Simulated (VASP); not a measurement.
## Sb: single point with PBEsol

The system is Sb.

```
Sb
1.0
    -1.50500    1.50500    2.48000
     1.50500   -1.50500    2.48000
     1.50500    1.50500   -2.48000
Sb
1
Direct
  0.00000 0.00000 0.00000
```

| Quantity | Value |
| --- | --- |
| Program | VASP 6.6.1 |
| Task | single point |
| Functional | PBEsol |
| Potentials or basis | VASP PAW PBE potentials, release 64 (Sb) |
| Cutoff | 520 eV |
| k mesh | 13 × 13 × 15 |
| Occupations | fermi-dirac, width 0.03 eV |
| Spin | no spin polarisation |

```
Pressure : 15.4 GPa
```

Stress tensor (GPa, compression positive):
```
16.24  0.16 -0.11
 0.16 16.24 -0.11
-0.11 -0.11 13.66
```

Levels at points of the mesh, in eV from the Fermi level:
```
           k point  band 1  band 2  band 3  band 4  band 5  band 6
(0.00, 0.00, 0.00)  -14.54    6.48    6.75    6.76   10.16   10.45
```

Wall time 3.5 min on 1 thread of AMD EPYC 7R13, with other jobs on the host, peak memory 0.31 GiB.

Caveat: the PAW data sets were made with another functional, which shifts forces and pressure a little; spin-orbit coupling is left out, which moves the levels of the heavy elements.
